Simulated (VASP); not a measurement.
A run of VASP 6.6.1 is set up as follows.

File POSCAR:

```
GaN
1.0
    3.1940996559      0.0000000000      0.0000000000
   -1.5970498280      2.7661714443      0.0000000000
    0.0000000000      0.0000000000      5.2011359954
Ga N
2 2
Direct
    0.3333333333      0.6666666667     -0.0009013798
    0.6666666667      0.3333333333      0.4990986202
    0.3333333333      0.6666666667      0.3759013798
    0.6666666667      0.3333333333      0.8759013798
```

INCAR.step1

```
SYSTEM = GaN
  PREC = Accurate
  ENCUT = 910
  ISMEAR = 0
  SIGMA = 0.01
  LREAL = .False.
  LASPH = .True.
  NELM = 120
  NBANDS = 26
  GGA = PE
  ALGO = Normal
  EDIFF = 1E-5
  LWAVE = .True.
  LCHARG = .False.
  GGA_COMPAT = .False.
```

File INCAR.step2:

```
SYSTEM = GaN
  PREC = Accurate
  ENCUT = 910
  EDIFF = 1E-6
  ISMEAR = 0
  SIGMA = 0.01
  LREAL = .False.
  LASPH = .True.
  NELM = 120
  ALGO = Normal
  ISIF = 2
  LWAVE = .False.
  LCHARG = .False.
  METAGGA = R2SCAN
  LMIXTAU = .True.
  NBANDS = 26
  ISTART = 1
  GGA_COMPAT = .False.
```

The input KPOINTS:

```
regular mesh
0
Gamma
  8 8 4
  0 0 0
```

Potentials or basis: VASP PAW PBE potentials, release 64 (Ga_d, N_h).

Command:

```console
$ cat potpaw_PBE.64/Ga_d/POTCAR potpaw_PBE.64/N_h/POTCAR > POTCAR
$ cp INCAR.step1 INCAR
$ mpirun -np 1 vasp_std > vasp.out
$ cp INCAR.step2 INCAR
$ mpirun -np 1 vasp_std > vasp.out
```

Estimate the pressure.

-1.0 GPa.

What does it give for the band gap on the k mesh?

2.27 eV, direct.

Caveat: the cutoff is under 1.25 times the usual one of these potentials, so pressure, stress and relaxed cells hold a basis-set (Pulay) error; the PAW data sets were made with another functional, which shifts forces and pressure a little. r2SCAN opens gaps a little over a GGA but as a rule still falls short of measured ones.
